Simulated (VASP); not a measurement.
AlN (nc), 2 atoms in the cell. Symmetry: Fm-3m, No. 225, cubic system. Conventional cell: a = 4.162 Å, b = 4.162 Å, c = 4.162 Å, α = 90.00°, β = 90.00°, γ = 90.00°. Al (site symmetry m-3m) has 6 N at 2.08 Å within 2.8 Å. Within 2.8 Å of N (site symmetry m-3m) lie 6 Al at 2.08 Å.  This cell differs from its parent crystal: volume scaled by 1.09.

- Program: VASP 6.6.1
- Task: single point
- Functional: PBEsol
- Potentials or basis: VASP PAW PBE potentials, release 64 (Al, N)
- Cutoff: 600 eV
- k mesh: 10 × 10 × 10
- Occupations: gaussian, width 0.02 eV
- Spin: no spin polarisation
- Dipole correction: no
- Further INCAR settings: ALGO = Normal; EDIFF = 1e-06; NBANDS = 11

Potentials or basis: VASP PAW PBE potentials, release 64 (Al, N).

The run is started by

```sh
$ cat potpaw_PBE.64/Al/POTCAR potpaw_PBE.64/N/POTCAR > POTCAR
$ mpirun -np 1 vasp_std > vasp.out
```

Hardware: 1 thread of Intel Xeon 8259CL, on a shared host.

Task: How long does it take, and how much memory?

Result: It took 12 s on 1 thread of Intel Xeon 8259CL, on a shared host, peak memory 0.14 GiB. Counts: scf iterations 12, k points 47.
